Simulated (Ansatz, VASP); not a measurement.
**Ti in VASP and in Ansatz**

Contents of INCAR:

```
SYSTEM = Ti
PREC     = Accurate       ! precision mode
ENCUT    = 520            ! plane-wave cutoff, eV
EDIFF    = 1E-7           ! SCF threshold, eV
ISMEAR   = 0              ! smearing method
SIGMA    = 0.15           ! smearing width, eV
LREAL    = .FALSE.        ! projectors in reciprocal space
LASPH    = .TRUE.         ! aspherical terms in the spheres
NELM     = 60             ! most SCF steps
ALGO     = Normal         ! electronic algorithm
ISIF     = 2              ! what is computed and relaxed
LWAVE    = .FALSE.        ! write WAVECAR
LCHARG   = .FALSE.        ! write CHGCAR
GGA      = PS             ! functional
NBANDS   = 12             ! bands
```

Contents of KPOINTS:

```
regular mesh
0
G
  10 10 10
  0 0 0
```

The input POSCAR:

```
Ti
1.0
    0.0000000000      2.0503000000      2.0300000000
    2.0097000000      0.0000000000      2.0300000000
    2.0097000000      2.0503000000      0.0000000000
Ti
1
Direct
    0.0000000000      0.0000000000      0.0000000000
```

Input for Ansatz:

```yaml
crystal:
  lattice:
    - [0.0, 2.0503, 2.03]
    - [2.0097, 0.0, 2.03]
    - [2.0097, 2.0503, 0.0]
  atoms:
    - { symbol: Ti, position: [0.0, 0.0, 0.0] }
basis:
  ecutwfc: 420
kpoints:
  mp_grid: { grid: [10, 10, 10] }
hamiltonian:
  xc: pbesol
scf:
  occupations: { method: gaussian, width: 0.15 }
output:
  forces: true
  stress: true
  eigenvalues: true
```

Change from the starting cell: strain -0.0100 x Voigt [1, -1, 0, 0, 0, 0], atoms carried along.

Alike in both runs: task single point; functional PBEsol; k mesh 10 × 10 × 10; occupations gaussian, width 0.15 eV; no spin polarisation.

|  | VASP | Ansatz |
| --- | --- | --- |
| version | VASP 6.6.1 | Ansatz 0.2.0 |
| potentials or method | VASP PAW PBE potentials, release 64 (Ti_sv), cutoff 520 eV | scalar-relativistic, plane waves, PAW |
| valence electrons in the cell | 12 | 12 |

|  | VASP | Ansatz | Ansatz less VASP |
| --- | --- | --- | --- |
| gap on the k mesh at the Fermi level (eV) | none | none | - |
| pressure (GPa) | -0.6 | -0.3 | +0.28 |
| traceless stress, the component that is largest in VASP (GPa) | 0.44 | 0.44 | -0.002 |

VASP's potentials were made for PBE, not for PBEsol. A gap of «none» marks a metal or a gap that the smearing closes. With one functional, cell and mesh, what is left measures potentials, basis and numerics.
